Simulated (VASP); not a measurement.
## Ag: single point with LDA

Crystal: Ag.

```
Ag
1.0
     2.84719    0.00000    0.00000
    -1.42360    2.46574    0.00000
     0.00000    0.00000    9.86485
Ag
4
Direct
  0.00000 0.00000 0.50000
  0.00000 0.00000 0.00000
  0.66667 0.33333 0.75000
  0.33333 0.66667 0.25000
```

This isn't the form of Ag at room conditions, which is fcc.

```
Program             : VASP 6.6.1
Task                : single point
Functional          : LDA
Potentials or basis : VASP PAW LDA potentials, release 64 (Ag)
Cutoff              : 520 eV
k mesh              : 11 × 11 × 3
Occupations         : fermi-dirac, width 0.05 eV
Spin                : no spin polarisation
```

| Quantity | Value |
| --- | --- |
| Pressure | -8.1 GPa |
| Band gap on the k mesh | zero (bands 22 and 23 overlap by 5.98 eV) |

Stress tensor (GPa, compression positive):
```
 -6.87   0.00   0.00
  0.00  -6.87   0.00
  0.00   0.00 -10.56
```

Levels at points of the mesh, in eV from the Fermi level:
```tsv
k point	band 19	band 20	band 21	band 22	band 23	band 24	band 25	band 26
(0.00, 0.00, 0.00)	-3.51	-3.39	-3.39	-3.05	-3.05	-0.83	2.66	9.70
```

It took 39 s on 1 thread of Intel(R) Xeon(R) 6975P-C (Granite Rapids) (shared host), peak memory 0.19 GiB.

Caveat: the cell stands under tension.
